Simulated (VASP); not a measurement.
FeBr, 6 atoms in the cell. Symmetry: P6/mmm, No. 191, hexagonal system. The conventional cell has a = 5.497 Å, b = 5.497 Å, c = 4.435 Å, α = 90.00°, β = 90.00°, γ = 120.00°. Within 3.6 Å of Fe (site symmetry mmm) lie 6 Br at 2.73 to 2.75 Å and 4 Fe at 2.75 Å. Br (site symmetry 6/mmm) has 6 Fe at 2.75 Å within 3.6 Å. Br (site symmetry -6m2) has 6 Fe at 2.73 Å and 3 Br at 3.17 Å within 3.6 Å. 

```yaml
Program: VASP 6.6.1
Task: single point
Functional: PBE
Potentials_or_basis: VASP PAW PBE potentials, release 64 (Fe, Br)
Cutoff: 520 eV
k_mesh: 6 × 6 × 4
Occupations: gaussian, width 0.1 eV
Spin: collinear spin, ferromagnetic start
Starting_moments: "[4.0, 4.0, 4.0, 0.0, 0.0, 0.0] μB"
Dipole_correction: no
Further_INCAR_settings: ALGO = Normal; EDIFF = 1e-06; NBANDS = 36
```

Potentials or basis: VASP PAW PBE potentials, release 64 (Fe, Br).

The run is started by

```console
$ cat potpaw_PBE.64/Fe/POTCAR potpaw_PBE.64/Br/POTCAR > POTCAR
$ mpirun -np 1 vasp_std > vasp.out
```

Hardware: 1 thread of Intel Xeon 8259CL, with other jobs on the host.

Task: How long does it take, and how much memory?

Result: It took 6 min on 1 thread of Intel Xeon 8259CL, with other jobs on the host, peak memory 0.35 GiB. Counts: scf iterations 16, k points 21.
